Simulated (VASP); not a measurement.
ZnO, 2 atoms in the cell. Symmetry: R-3m, No. 166, trigonal system. The conventional cell has a = 3.018 Å, b = 3.018 Å, c = 7.760 Å, α = 90.00°, β = 90.00°, γ = 120.00°. Within 2.9 Å of Zn (site symmetry -3m) lie 6 O at 2.17 Å. O (site symmetry -3m) has 6 Zn at 2.17 Å within 2.9 Å.  This cell differs from its parent crystal: strain along [111] +5.0%.

| Quantity | Value |
| --- | --- |
| Program | VASP 6.6.1 |
| Task | single point |
| Functional | PBE |
| Potentials or basis | VASP PAW PBE potentials, release 64 (Zn, O) |
| Cutoff | 520 eV |
| k mesh | 10 × 10 × 10 |
| Occupations | fermi-dirac, width 0.02 eV |
| Spin | no spin polarisation |
| Dipole correction | no |
| Further INCAR settings | ALGO = Normal; EDIFF = 1e-07; NBANDS = 16 |

Potentials or basis: VASP PAW PBE potentials, release 64 (Zn, O).

Launch:

```bash
$ cat potpaw_PBE.64/Zn/POTCAR potpaw_PBE.64/O/POTCAR > POTCAR
$ mpirun -np 1 vasp_std > vasp.out
```

Hardware: 1 thread of Intel(R) Xeon(R) Platinum 8488C (Sapphire Rapids), on a shared host.

Question: How long does it take, and how much memory?

Answer: Run time: 20 s on 1 thread of Intel(R) Xeon(R) Platinum 8488C (Sapphire Rapids), on a shared host, peak memory 0.16 GiB. Counts: scf iterations 14, k points 116.
